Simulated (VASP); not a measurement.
Set up this calculation in VASP 6.6.1, as the native input.

```yaml
Task: single point
Functional: PBEsol
Potentials_or_basis: VASP PAW PBE potentials, release 64 (Rh_pv)
Cutoff: 500 eV
k_mesh: 18 × 18 × 12
Occupations: gaussian, width 0.15 eV
Spin: no spin polarisation
Dipole_correction: no
Further_INCAR_settings: ALGO = Normal; EDIFF = 1e-06; NBANDS = 22
```

The structure of Rh lies in POSCAR:

```
Rh
1.0
    2.6490496710      0.0000000000      0.0000000000
   -1.3245248355      2.2941443109      0.0000000000
    0.0000000000      0.0000000000      4.2956343300
Rh
2
Direct
    0.6666666667      0.3333333333      0.7500000000
    0.3333333333      0.6666666667      0.2500000000
```

This isn't the form of Rh at room conditions, which is fcc.

This cell differs from its parent crystal: strain -0.030 along x and y, -0.030 along z.

One way to write it, as run:

INCAR

```
PREC = Accurate
ENCUT = 500
EDIFF = 1E-6
ISMEAR = 0
SIGMA = 0.15
LREAL = False
LASPH = True
NELM = 120
ALGO = Normal
ISIF = 2
LWAVE = False
LCHARG = False
GGA = PS
NBANDS = 22
GGA_COMPAT = False
```

KPOINTS

```
regular mesh
0
Gamma
  18 18 12
```

Potentials or basis: VASP PAW PBE potentials, release 64 (Rh_pv).

Launch:

```sh
$ cat potpaw_PBE.64/Rh_pv/POTCAR > POTCAR
$ mpirun -np 1 vasp_std > vasp.out
```

It gave:

```yaml
Pressure: 12.1 GPa
Band_gap_on_the_k_mesh: zero (bands 15 and 16 overlap by 2.65 eV)
```

Caveat: the cell differs from its parent crystal (strain -0.030 along x and y, -0.030 along z); the cell stands under pressure; the PAW data sets were made with another functional, which shifts forces and pressure a little.

Wall time 2.4 min on 1 thread of Intel Xeon 8259CL, on a shared host, peak memory 0.22 GiB.
